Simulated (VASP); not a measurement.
Input of a VASP 6.6.1 run:

The input INCAR:

```
ALGO = Normal
EDIFF = 1E-6
ENCUT = 520
GGA = PE
ISIF = 2
ISMEAR = -1
LASPH = T
LCHARG = F
LREAL = F
LWAVE = F
NBANDS = 15
NELM = 60
PREC = Accurate
SIGMA = 0.03
```

File KPOINTS:

```
k-points
0
Gamma
  14 14 14
```

Contents of POSCAR:

```
TiC
1.0
    0.0000000000      2.1664481580      2.1664481580
    2.1664481580      0.0000000000      2.1664481580
    2.1664481580      2.1664481580      0.0000000000
Ti C
1 1
Direct
    0.0000000000      0.0000000000      0.0000000000
    0.5000000000      0.5000000000      0.5000000000
```

Potentials or basis: VASP PAW PBE potentials, release 64 (Ti_sv, C).

Launch:

```console
$ cat potpaw_PBE.64/Ti_sv/POTCAR potpaw_PBE.64/C/POTCAR > POTCAR
$ mpirun -np 1 vasp_std > vasp.out
```

(1) Predict the band gap on the k mesh.

(2) What does it give for the pressure?

Answers

(1) zero (band 8 reaches 10.09 eV, above the bottom of band 9 at 9.00 eV).

(2) 0.2 GPa.
